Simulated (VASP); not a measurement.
# WS2 (P6_3/mmc) in VASP: a series of runs

Runs on WS2. Level: LDA. Tasks: single point.

Everything below comes from runs of VASP 6.6.1. Logs are shortened: lines on timing, memory, paths and dates and some standing lists are left out, and cuts for length are marked.

**1. The cell of the first run**

Symmetry: P6_3/mmc, No. 194, hexagonal system. Conventional cell: a = 3.154 Å, b = 3.154 Å, c = 12.259 Å, α = 90.00°, β = 90.00°, γ = 120.00°. Within 3.2 Å of W (site symmetry -6m2) lie 6 S at 2.41 Å and 6 W at 3.15 Å. S (site symmetry 3m) has 3 W at 2.41 Å and 7 S at 3.15 Å within 3.2 Å.

**2. Single point, LDA**

The input, INCAR:

```
ALGO = Normal
EDIFF = 1E-6
ENCUT = 520
ISIF = 2
ISMEAR = 0
LASPH = T
LCHARG = F
LREAL = F
LWAVE = F
NBANDS = 35
NELM = 100
PREC = Accurate
SIGMA = 0.05
```

The input, KPOINTS:

```
k-points
0
Gamma
  12 12 4
```

The input, POSCAR:

```
WS2
1.0
    3.1541676745      0.0000000000      0.0000000000
   -1.5770838372      2.7315893339      0.0000000000
    0.0000000000      0.0000000000     12.2592083320
W S
2 4
Direct
    0.3333333333      0.6666666667      0.2500000000
    0.6666666667      0.3333333333      0.7500000000
    0.3333333333      0.6666666667      0.6214323947
    0.6666666667      0.3333333333      0.1214323947
    0.3333333333      0.6666666667      0.8785676053
    0.6666666667      0.3333333333      0.3785676053
```

Potentials or basis: VASP PAW LDA potentials, release 64 (W_sv, S).

Started as:

```bash
> cat potpaw_LDA.64/W_sv/POTCAR potpaw_LDA.64/S/POTCAR > POTCAR
> mpirun -np 1 vasp_std > vasp.out
```

OUTCAR:

```text
EDIFF = 1E-6
   ENCUT = 520
   ISIF = 2
   ISMEAR = 0
   LASPH = T
   LREAL = F
   NELM = 100
   PREC = Accurate

 ion  position               nearest neighbor table
   1  0.333  0.667  0.250-   4 2.41   6 2.41   4 2.41   6 2.41   4 2.41   6 2.41
   2  0.667  0.333  0.750-   3 2.41   5 2.41   3 2.41   5 2.41   3 2.41   5 2.41
   3  0.333  0.667  0.621-   2 2.41   2 2.41   2 2.41
   4  0.667  0.333  0.121-   1 2.41   1 2.41   1 2.41
   5  0.333  0.667  0.879-   2 2.41   2 2.41   2 2.41
   6  0.667  0.333  0.379-   1 2.41   1 2.41   1 2.41

  LATTYP: Found a hexagonal cell.
 ALAT       =     3.1541676745
 C/A-ratio  =     3.8866698277

  Lattice vectors:

 A1 = (   3.1541676745,   0.0000000000,   0.0000000000)
 A2 = (  -1.5770838372,   2.7315893339,   0.0000000000)
 A3 = (   0.0000000000,   0.0000000000,  12.2592083320)

Analysis of symmetry for initial positions (statically):
=====================================================================
 Subroutine PRICEL returns:
 Original cell was already a primitive cell.

 Routine SETGRP: Setting up the symmetry group for a
 hexagonal supercell.

 Subroutine GETGRP returns: Found 24 space group operations
 (whereof 12 operations were pure point group operations)
 out of a pool of 24 trial point group operations.

The static configuration has the point symmetry D_3d.
 The point group associated with its full space group is D_6h.

Analysis of symmetry for dynamics (positions and initial velocities):
=====================================================================
 Subroutine PRICEL returns:
 Original cell was already a primitive cell.

 Routine SETGRP: Setting up the symmetry group for a
 hexagonal supercell.

 Subroutine GETGRP returns: Found 24 space group operations
 (whereof 12 operations were pure point group operations)
 out of a pool of 24 trial point group operations.

The dynamic configuration has the point symmetry D_3d.
 The point group associated with its full space group is D_6h.

 Subroutine INISYM returns: Found 24 space group operations
 (whereof 12 operations are pure point group operations),
 and found     1 'primitive' translations

----------------------------------------------------------------------------------------

                                     Primitive cell

  volume of cell :     105.6240
[... 97 lines left out ...]
   EDIFF  = 0.1E-05   stopping-criterion for ELM
   LREAL  =      F    real-space projection
   EDIFFG = 0.1E-04   stopping-criterion for IOM
   NSW    =      0    number of steps for IOM
   IBRION =     -1    ionic relax: 0-MD 1-quasi-New 2-CG
   NFREE  =      0    steps in history (QN), initial steepest desc. (CG)
   ISIF   =      2    stress and relaxation
   ISYM   =      2    0-nonsym 1-usesym 2-fastsym
   POTIM  = 0.5000    time-step for ionic-motion
   TEBEG  =    0.0;   TEEND  =   0.0 temperature during run
   PSTRESS=    0.0 pullay stress
   NELECT =      52.0000    total number of electrons
   NUPDOWN=      -1.0000    fix difference up-down
   EMIN   =  10.00;   EMAX   =-10.00  energy-range for DOS
   EFERMI =   0.00;   METHOD = LEGACY
   ISMEAR =     0;   SIGMA  =   0.05  broadening in eV -4-tet -1-fermi 0-gaus
   EFERMI_NEDOS =   21; number of points for ismear=-14 and -15
   IALGO  =     38    algorithm
   IMIX   =      4    mixing-type and parameters
     AMIX     =   0.40;   BMIX     =  1.00
     AMIX_MAG =   1.60;   BMIX_MAG =  1.00
  volume/ion in A,a.u.               =      17.60       118.80
  Fermi-wavevector in a.u.,A,eV,Ry     =   1.292672  2.442796 22.735354  1.671001
  Thomas-Fermi vector in A             =   2.424366
   LORBIT       =      0    0 simple, 1 ext, 2 COOP (PROOUT), +10 PAW based schemes
   GGA     = CA    functional components
   LHFCALC =     F    Hartree Fock is set to
   AEXX    =    0.0000 exact exchange contribution
   IVDW    =     0    specifies the selected vdW correction
   LEPSILON=     F    determine dielectric tensor
   LRPA    =     F    only Hartree local field effects (RPA)
 non-spin polarized calculation
 Gauss-broadening in eV      SIGMA  =   0.05
  energy-cutoff  :      520.00
  volume of cell :      105.62
 maximum number of plane-waves:      2860
 NGX is ok and might be reduce to    24
   NGX = 11   NGY = 11   NGZ = 45

 number of electron      51.9999992 magnetization

 Free energy of the ion-electron system (eV)
  ---------------------------------------------------
  ext. energy  EPLUGINS =         0.00000000
  ---------------------------------------------------
  free energy    TOTEN  =       -52.49471775 eV

  energy without entropy =      -52.49471775  energy(sigma->0) =      -52.49471775

 E-fermi :   7.6549     XC(G=0): -11.2986

 val. band max:        7.4161848088   @ k =   0.0000   0.0000   0.0000
 cond. band min:       8.2947386599   @ k =   0.1667   0.1667   0.0000
 fundamental gap:      0.8785538511
 Fermi energy:         7.6549166247

 k-point     1 :       0.0000    0.0000    0.0000
  band No.  band energies     occupation
      1     -66.7485      2.00000
      2     -66.7485      2.00000
      3     -31.2764      2.00000
      4     -31.2763      2.00000
      5     -31.0836      2.00000
      6     -31.0836      2.00000
[... 901 lines left out ...]
     34      11.4172      0.00000
     35      13.1144      0.00000

 [... further k-points ...]

------------------------ aborting loop because EDIFF is reached ----------------------------------------

  FORCE on cell =-STRESS in cart. coord.  units (eV):
  Direction    XX          YY          ZZ          XY          YZ          ZX
  --------------------------------------------------------------------------------------
  -------------------------------------------------------------------------------------
  Total       -2.6025196     -2.6025196     -2.9170958     -0.0000000      0.0000000     -0.0000000
  in kB      -39.4768029    -39.4768029    -44.2485120     -0.0000000      0.0000000     -0.0000000
  external PRESSURE =     -41.0673726 kB  Pullay stress =       0.0000000 kB

 VOLUME and BASIS-vectors are now :
 -----------------------------------------------------------------------------
  energy-cutoff  :      520.00
  volume of cell :      105.62
      direct lattice vectors                 reciprocal lattice vectors
     3.154167675  0.000000000  0.000000000     0.317040850  0.183043620  0.000000000
    -1.577083837  2.731589334  0.000000000     0.000000000  0.366087240  0.000000000
     0.000000000  0.000000000 12.259208332     0.000000000  0.000000000  0.081571336

 POSITION                                       TOTAL-FORCE (eV/Angst)
 -----------------------------------------------------------------------------------
     -0.00000      1.82106      3.06480         0.000000      0.000000      0.000000
      1.57708      0.91053      9.19441         0.000000     -0.000000      0.000000
     -0.00000      1.82106      7.61827        -0.000000      0.000000      0.424442
      1.57708      0.91053      1.48867         0.000000     -0.000000      0.424442
     -0.00000      1.82106     10.77054        -0.000000      0.000000     -0.424442
      1.57708      0.91053      4.64094         0.000000     -0.000000     -0.424442
 -----------------------------------------------------------------------------------
    total drift:                               -0.000000      0.000000     -0.000000

  FREE ENERGIE OF THE ION-ELECTRON SYSTEM (eV)
  ---------------------------------------------------
  free  energy   TOTEN  =       -52.4947177513 eV

  energy  without entropy=      -52.4947177513  energy(sigma->0) =      -52.49471775
```

OSZICAR:

```text
N       E                     dE             d eps       ncg     rms          rms(c)
DAV:   1     0.506008621205E+03    0.50601E+03   -0.28447E+04  4342   0.149E+03
DAV:   2    -0.225180878828E+02   -0.52853E+03   -0.51030E+03  4582   0.411E+02
DAV:   3    -0.544409462871E+02   -0.31923E+02   -0.31366E+02  4966   0.962E+01
DAV:   4    -0.552019871402E+02   -0.76104E+00   -0.75788E+00  4837   0.155E+01
DAV:   5    -0.552169481763E+02   -0.14961E-01   -0.14954E-01  4864   0.229E+00    0.383E+01
DAV:   6    -0.529210428176E+02    0.22959E+01   -0.78990E+00  4516   0.187E+01    0.160E+01
DAV:   7    -0.526786988721E+02    0.24234E+00   -0.28178E+00  4312   0.878E+00    0.675E+00
DAV:   8    -0.524969208274E+02    0.18178E+00   -0.43081E-01  4476   0.453E+00    0.199E+00
DAV:   9    -0.524978789417E+02   -0.95811E-03   -0.57778E-02  4927   0.119E+00    0.103E+00
DAV:  10    -0.524950926855E+02    0.27863E-02   -0.22141E-02  4727   0.975E-01    0.369E-01
DAV:  11    -0.524947730070E+02    0.31968E-03   -0.33340E-03  4368   0.361E-01    0.202E-01
DAV:  12    -0.524947247909E+02    0.48216E-04   -0.13507E-04  4519   0.748E-02    0.875E-02
DAV:  13    -0.524947188593E+02    0.59316E-05   -0.34239E-05  4588   0.357E-02    0.374E-02
DAV:  14    -0.524947184407E+02    0.41855E-06   -0.11085E-05  4197   0.198E-02    0.222E-02
DAV:  15    -0.524947177513E+02    0.68948E-06   -0.14681E-06  2505   0.884E-03
   1 F= -.52494718E+02 E0= -.52494718E+02  d E =-.615595E-14
```

Wall time 65 s (1 thread of Intel Xeon 6975P-C (Granite Rapids), shared host); peak memory 0.29 GiB.

Results:

```yaml
Free_energy: -52.4947 eV
Pressure: -4.1 GPa
Largest_force: 0.424 eV/Å
Band_gap_on_the_k_mesh: 0.88 eV (least direct gap 1.83 eV)
```

Forces in eV/Å, atoms in the order of the input:
```
W    0.000  0.000  0.000
W    0.000  0.000  0.000
S    0.000  0.000  0.424
S    0.000  0.000  0.424
S    0.000  0.000 -0.424
S    0.000  0.000 -0.424
```

Caveat: the cell stands under tension; spin-orbit coupling is left out, which moves the levels of the heavy elements. A k mesh can miss the band edges.

**3. Single point, LDA (atoms shifted along a free coordinate)**

The input, INCAR:

```
SYSTEM = WS2
PREC = Accurate
ENCUT = 520
EDIFF = 1E-6
ISMEAR = 0
SIGMA = 0.05
LREAL = .False.
LASPH = .True.
NELM = 100
ALGO = Normal
ISIF = 2
LWAVE = .False.
LCHARG = .True.
LELF = .True.
LVHAR = .True.
NBANDS = 35
```

The input, KPOINTS:

```
Automatic mesh
0
Gamma
  12 12 4
  0 0 0
```

The input, POSCAR:

```
WS2
1.0
    3.1541676745      0.0000000000      0.0000000000
   -1.5770838372      2.7315893339      0.0000000000
    0.0000000000      0.0000000000     12.2592083320
W S
2 4
Direct
    0.3333333333      0.6666666667      0.2500000000
    0.6666666667      0.3333333333      0.7500000000
    0.3333333333      0.6666666667      0.6077145164
    0.6666666667      0.3333333333      0.1077145164
    0.3333333333      0.6666666667      0.8922854836
    0.6666666667      0.3333333333      0.3922854836
```

Potentials or basis: VASP PAW LDA potentials, release 64 (W_sv, S).

Started as:

```bash
> cat potpaw_LDA.64/W_sv/POTCAR potpaw_LDA.64/S/POTCAR > POTCAR
> mpirun -np 1 vasp_std > vasp.out
```

OUTCAR:

```text
SYSTEM = WS2
   PREC = Accurate
   ENCUT = 520
   EDIFF = 1E-6
   ISMEAR = 0
   LREAL = .False.
   LASPH = .True.
   NELM = 100
   ISIF = 2

 ion  position               nearest neighbor table
   1  0.333  0.667  0.250-   4 2.52   6 2.52   4 2.52   6 2.52   4 2.52   6 2.52
   2  0.667  0.333  0.750-   3 2.52   5 2.52   3 2.52   5 2.52   3 2.52   5 2.52
   3  0.333  0.667  0.608-   2 2.52   2 2.52   2 2.52
   4  0.667  0.333  0.108-   1 2.52   1 2.52   1 2.52
   5  0.333  0.667  0.892-   2 2.52   2 2.52   2 2.52
   6  0.667  0.333  0.392-   1 2.52   1 2.52   1 2.52

  LATTYP: Found a hexagonal cell.
 ALAT       =     3.1541676745
 C/A-ratio  =     3.8866698277

  Lattice vectors:

 A1 = (   3.1541676745,   0.0000000000,   0.0000000000)
 A2 = (  -1.5770838372,   2.7315893339,   0.0000000000)
 A3 = (   0.0000000000,   0.0000000000,  12.2592083320)

Analysis of symmetry for initial positions (statically):
=====================================================================
 Subroutine PRICEL returns:
 Original cell was already a primitive cell.

 Routine SETGRP: Setting up the symmetry group for a
 hexagonal supercell.

 Subroutine GETGRP returns: Found 24 space group operations
 (whereof 12 operations were pure point group operations)
 out of a pool of 24 trial point group operations.

The static configuration has the point symmetry D_3d.
 The point group associated with its full space group is D_6h.

Analysis of symmetry for dynamics (positions and initial velocities):
=====================================================================
 Subroutine PRICEL returns:
 Original cell was already a primitive cell.

 Routine SETGRP: Setting up the symmetry group for a
 hexagonal supercell.

 Subroutine GETGRP returns: Found 24 space group operations
 (whereof 12 operations were pure point group operations)
 out of a pool of 24 trial point group operations.

[... 131 lines left out ...]
  Fermi-wavevector in a.u.,A,eV,Ry     =   1.292672  2.442796 22.735354  1.671001
  Thomas-Fermi vector in A             =   2.424366
   LORBIT       =      0    0 simple, 1 ext, 2 COOP (PROOUT), +10 PAW based schemes
   GGA     = CA    functional components
   LHFCALC =     F    Hartree Fock is set to
   AEXX    =    0.0000 exact exchange contribution
   IVDW    =     0    specifies the selected vdW correction
   LEPSILON=     F    determine dielectric tensor
   LRPA    =     F    only Hartree local field effects (RPA)
 non-spin polarized calculation
 Gauss-broadening in eV      SIGMA  =   0.05
  energy-cutoff  :      520.00
  volume of cell :      105.62
 maximum number of plane-waves:      2860
 NGX is ok and might be reduce to    24
   NGX = 11   NGY = 11   NGZ = 45

 number of electron      51.9999991 magnetization

 Free energy of the ion-electron system (eV)
  ---------------------------------------------------
  ext. energy  EPLUGINS =         0.00000000
  ---------------------------------------------------
  free energy    TOTEN  =       -51.24567402 eV

  energy without entropy =      -51.24567402  energy(sigma->0) =      -51.24567402

 E-fermi :   7.3375     XC(G=0): -11.4647

 val. band max:        7.0655772014   @ k =   0.0000   0.0000   0.0000
 cond. band min:       7.7406554200   @ k =   0.1667   0.1667   0.0000
 fundamental gap:      0.6750782186
 Fermi energy:         7.3375036285

 k-point     1 :       0.0000    0.0000    0.0000
  band No.  band energies     occupation
      1     -66.8711      2.00000
      2     -66.8711      2.00000
      3     -31.3303      2.00000
      4     -31.3303      2.00000
      5     -31.1058      2.00000
      6     -31.1058      2.00000
[... 901 lines left out ...]
     34      10.8989      0.00000
     35      12.4231      0.00000

 [... further k-points ...]

------------------------ aborting loop because EDIFF is reached ----------------------------------------

  FORCE on cell =-STRESS in cart. coord.  units (eV):
  Direction    XX          YY          ZZ          XY          YZ          ZX
  --------------------------------------------------------------------------------------
  -------------------------------------------------------------------------------------
  Total       -7.9768093     -7.9768093    -20.0655248     -0.0000000      0.0000000      0.0000000
  in kB     -120.9977187   -120.9977187   -304.3676526     -0.0000000      0.0000000      0.0000000
  external PRESSURE =    -182.1210300 kB  Pullay stress =       0.0000000 kB

 VOLUME and BASIS-vectors are now :
 -----------------------------------------------------------------------------
  energy-cutoff  :      520.00
  volume of cell :      105.62
      direct lattice vectors                 reciprocal lattice vectors
     3.154167675  0.000000000  0.000000000     0.317040850  0.183043620  0.000000000
    -1.577083837  2.731589334  0.000000000     0.000000000  0.366087240  0.000000000
     0.000000000  0.000000000 12.259208332     0.000000000  0.000000000  0.081571336

 POSITION                                       TOTAL-FORCE (eV/Angst)
 -----------------------------------------------------------------------------------
     -0.00000      1.82106      3.06480        -0.000000     -0.000000      0.000000
      1.57708      0.91053      9.19441        -0.000000     -0.000000      0.000000
     -0.00000      1.82106      7.45010         0.000000     -0.000000      3.085545
      1.57708      0.91053      1.32049        -0.000000      0.000000      3.085545
     -0.00000      1.82106     10.93871         0.000000     -0.000000     -3.085545
      1.57708      0.91053      4.80911        -0.000000      0.000000     -3.085545
 -----------------------------------------------------------------------------------
    total drift:                               -0.000000      0.000000     -0.000000

  FREE ENERGIE OF THE ION-ELECTRON SYSTEM (eV)
  ---------------------------------------------------
  free  energy   TOTEN  =       -51.2456740162 eV

  energy  without entropy=      -51.2456740162  energy(sigma->0) =      -51.24567402
```

OSZICAR:

```text
N       E                     dE             d eps       ncg     rms          rms(c)
DAV:   1     0.496012599981E+03    0.49601E+03   -0.28300E+04  4334   0.149E+03
DAV:   2    -0.206638672324E+02   -0.51668E+03   -0.49898E+03  4502   0.407E+02
DAV:   3    -0.534633537988E+02   -0.32799E+02   -0.31943E+02  4963   0.954E+01
DAV:   4    -0.542967742658E+02   -0.83342E+00   -0.82899E+00  4863   0.155E+01
DAV:   5    -0.543117353397E+02   -0.14961E-01   -0.14950E-01  4887   0.225E+00    0.311E+01
DAV:   6    -0.520771153609E+02    0.22346E+01   -0.99901E+00  4647   0.210E+01    0.135E+01
DAV:   7    -0.517362520488E+02    0.34086E+00   -0.65014E+00  4354   0.130E+01    0.681E+00
DAV:   8    -0.512454750442E+02    0.49078E+00   -0.92788E-01  4459   0.649E+00    0.235E+00
DAV:   9    -0.512521106397E+02   -0.66356E-02   -0.13002E-01  4737   0.173E+00    0.116E+00
DAV:  10    -0.512462751496E+02    0.58355E-02   -0.32668E-02  4502   0.125E+00    0.459E-01
DAV:  11    -0.512458097340E+02    0.46542E-03   -0.32925E-03  4484   0.371E-01    0.155E-01
DAV:  12    -0.512456741567E+02    0.13558E-03   -0.24309E-04  4631   0.846E-02    0.528E-02
DAV:  13    -0.512456743868E+02   -0.23019E-06   -0.68274E-05  4688   0.372E-02    0.412E-02
DAV:  14    -0.512456740162E+02    0.37064E-06   -0.81687E-06  3982   0.128E-02
   1 F= -.51245674E+02 E0= -.51245674E+02  d E =-.747263E-17
```

stdout:

```text
POSCAR found type information on POSCAR W S
 POSCAR found :  2 types and       6 ions
 scaLAPACK will be used
 LDA part: xc-table for (Slater(with rela. corr.)+CA(PZ))
 , standard interpolation
 POSCAR, INCAR and KPOINTS ok, starting setup
 FFT: planning ... GRIDC
 FFT: planning ... GRID_SOFT
 FFT: planning ... GRID
 WAVECAR not read
 entering main loop
```

Wall time 67 s (1 thread of Intel Xeon 6975P-C (Granite Rapids), shared host); peak memory 0.28 GiB.

Results:

```yaml
Free_energy: -51.2457 eV
Pressure: -18.2 GPa
Largest_force: 3.086 eV/Å
Band_gap_on_the_k_mesh: 0.68 eV (least direct gap 1.42 eV)
```

Forces in eV/Å, atoms in the order of the input:
```
W    0.000  0.000  0.000
W    0.000  0.000  0.000
S    0.000  0.000  3.086
S    0.000  0.000  3.086
S    0.000  0.000 -3.086
S    0.000  0.000 -3.086
```

Levels at points of the mesh, in eV from the valence-band top:
```csv
k point,band 22,band 23,band 24,band 25,band 26,band 27,band 28,band 29,band 30,band 31
"(0.00, 0.00, 0.00)",-1.15,-1.01,-1.01,-0.86,0.00,2.15,2.15,2.51,2.51,2.54
"(0.50, 0.00, 0.00)",-2.49,-1.39,-1.25,-1.18,-0.73,2.38,2.81,2.81,2.86,3.13
"(0.00, 0.00, 0.50)",-1.08,-1.08,-1.08,-0.22,-0.22,2.29,2.29,2.29,2.29,2.61
"(0.50, 0.00, 0.50)",-2.78,-1.25,-1.25,-0.99,-0.99,2.77,2.77,2.82,2.82,3.34
```

Caveat: the cell differs from its parent crystal (atoms shifted along a free coordinate); the stress differs along the axes, from -30 to -12 GPa; spin-orbit coupling is left out, which moves the levels of the heavy elements; forces of over 1 eV/Å act on the atoms, so gaps and moduli don't describe the material at rest.

[end of part 1 of 2]
